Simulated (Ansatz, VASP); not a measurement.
**Two plane-wave programs on Be**

```
CELL_PARAMETERS angstrom
2.21422 0.00000 0.00000
-1.10711 1.91757 0.00000
0.00000 0.00000 3.50000
ATOMIC_POSITIONS crystal
Be 0.33333 0.66667 0.25000
Be 0.66667 0.33333 0.75000
```

Alike in both runs: task relaxation of cell and atoms; functional LDA; k mesh 21 × 21 × 12; occupations gaussian, width 0.1 eV; no spin polarisation.

```csv
,VASP,Ansatz
version,VASP 6.6.1,Ansatz 0.2.0
potentials or method,"VASP PAW LDA potentials, release 64 (Be), cutoff 600 eV","scalar-relativistic, plane waves, PAW"
valence electrons in the cell,4,4
```

|  | VASP | Ansatz | Ansatz less VASP |
| --- | --- | --- | --- |
| gap on the k mesh at the Fermi level, each at its own relaxed structure (eV) | none | none | - |
| relaxed volume (Å³/atom) | 7.57 | 7.55 | -0.025 |
| relaxed length of the cell vector where the two differ most in proportion (Å) | 2.229 | 2.226 | -0.0025 |

LDA's correlation is that of Perdew and Zunger in VASP and of Perdew and Wang (1992) in Ansatz. A gap of «none» marks a metal or a gap that the smearing closes.
